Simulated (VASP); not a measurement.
Input of a VASP 6.6.1 run:

INCAR

```
  PREC = Accurate
  ENCUT = 520
  EDIFF = 1E-7
  ISMEAR = -1
  SIGMA = 0.08
  LREAL = False
  LASPH = True
  NELM = 60
  ALGO = Normal
  ISIF = 2
  LWAVE = False
  LCHARG = False
  GGA = PS
  NBANDS = 16
```

Contents of KPOINTS:

```
regular mesh
0
Gamma
  16 16 9
```

File POSCAR:

```
Ir
1.0
    2.3866999356      0.0000000000      0.0000000000
   -1.1933499678      2.0669427754      0.0000000000
    0.0000000000      0.0000000000      3.8934104508
Ir
2
Direct
    0.3333333333      0.6666666667      0.2500000000
    0.6666666667      0.3333333333      0.7500000000
```

Potentials or basis: VASP PAW PBE potentials, release 64 (Ir).

Command:

```console
$ cat potpaw_PBE.64/Ir/POTCAR > POTCAR
$ mpirun -np 1 vasp_std > vasp.out
```

Predict the band gap on the k mesh.

zero (band 9 reaches 20.65 eV, above the bottom of band 10 at 14.64 eV).

Predict the pressure.

386.3 GPa.

Stress tensor (GPa, compression positive):
```
386.16   0.00   0.00
  0.00 386.16   0.00
  0.00   0.00 386.57
```

Caveat: the PAW data sets were made with another functional, which shifts forces and pressure a little; spin-orbit coupling is left out, which moves the levels of the heavy elements.
